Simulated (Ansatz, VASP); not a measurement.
# One calculation of Ni, two programs

Contents of INCAR:

```
PREC     = Accurate       # precision mode
ENCUT    = 520            # plane-wave cutoff, eV
EDIFF    = 1E-8           # SCF threshold, eV
ISMEAR   = -1             # smearing method
SIGMA    = 0.05           # smearing width, eV
LREAL    = False          # projectors in reciprocal space
LASPH    = True           # aspherical terms in the spheres
NELM     = 150            # most SCF steps
ALGO     = Normal         # electronic algorithm
ISIF     = 2              # what is computed and relaxed
LWAVE    = False          # write WAVECAR
LCHARG   = False          # write CHGCAR
ISPIN    = 2              # spin polarisation
MAGMOM   = 1.5            # initial moments
LORBIT   = 11             # projections on sites
LMAXMIX  = 4              # l up to which the mixer works
LEFG     = True         
NBANDS   = 15             # bands
```

The input KPOINTS:

```
Automatic mesh
0
Gamma
  20 20 20
```

The input POSCAR:

```
Ni
1.0
    0.0000000000      1.7912151680      1.7912151680
    1.7912151680      0.0000000000      1.7912151680
    1.7912151680      1.7912151680      0.0000000000
Ni
1
Direct
    0.0000000000      0.0000000000      0.0000000000
```

Input for Ansatz:

```yaml
crystal:
  lattice:
    - [0.0, 1.791215168, 1.791215168]
    - [1.791215168, 0.0, 1.791215168]
    - [1.791215168, 1.791215168, 0.0]
  atoms:
    - { symbol: Ni, position: [0.0, 0.0, 0.0], spin: 1.5 }
magnetization:
  spin_polarized: true
kpoints:
  mp_grid: { grid: [20, 20, 20] }
scf:
  occupations: { method: fermi_dirac, width: 0.05 }
hamiltonian:
  xc: lda
  pseudopotentials: { kind: all_electron, datasets: crystal }
output:
  forces: true
  stress: true
  eigenvalues: true
  efg: { contact_densities: true }
```

Change from the starting cell: volume scaled by 1.04, crystal datasets.

Alike in both runs: task electric field gradients; functional LDA; k mesh 20 × 20 × 20; occupations fermi-dirac, width 0.05 eV; collinear spin.

```csv
,VASP,Ansatz
version,VASP 6.6.1,Ansatz 0.2.0
potentials or method,"VASP PAW LDA potentials, release 64 (Ni), cutoff 520 eV","all-electron PAW with datasets made for the crystal, scalar-relativistic"
```

|  | VASP | Ansatz | Ansatz less VASP |
| --- | --- | --- | --- |
| pressure (GPa) | -24.6 | -25.0 | -0.35 |
| net moment per atom (μB) | 0.62 | 0.63 | +0.016 |
| size of the moment on the site where the two differ most (μB) | 0.62 | 0.66 | +0.039 |

LDA's correlation is that of Perdew and Zunger in VASP and of Perdew and Wang (1992) in Ansatz. Site moments also hang on the region over which each program counts them. Ansatz ran all-electron here, and VASP with PAW potentials. Ansatz's warnings: printed levels off.
